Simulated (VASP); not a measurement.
The system is CoSi2.

```
CELL_PARAMETERS angstrom
0.00000 2.69133 2.69133
2.69133 0.00000 2.69133
2.69133 2.69133 0.00000
ATOMIC_POSITIONS crystal
Co 0.00000 0.00000 0.00000
Si 0.25000 0.25000 0.25000
Si 0.75000 0.75000 0.75000
```

Base run:

```yaml
Program: VASP 6.6.1
Functional: PBEsol
Potentials_or_basis: VASP PAW PBE potentials, release 64 (Co, Si)
Cutoff: 520 eV
k_mesh: 14 × 14 × 14
Occupations: gaussian, width 0.15 eV
Spin: collinear spin, ferromagnetic start
Starting_moments: "[2.2, 0.0, 0.0] μB"
Fixed_moment: 2.2 μB
```

Its results: pressure 9.1 GPa; site moments Co +1.36; Si +0.18 μB.

Q: The run is repeated on the same cell with these changes: fixed moment from 2.2 μB to 1.65 μB; moments at the start from [2.2, 0.0, 0.0] to [1.65, 0.0, 0.0]. What comes out?

A: Pressure 3.7 GPa; site moments Co +1.05; Si +0.13 μB.

Caveats: the cell stands under pressure; the PAW data sets were made with another functional, which shifts forces and pressure a little; the total moment is fixed, so each spin has its own Fermi level.
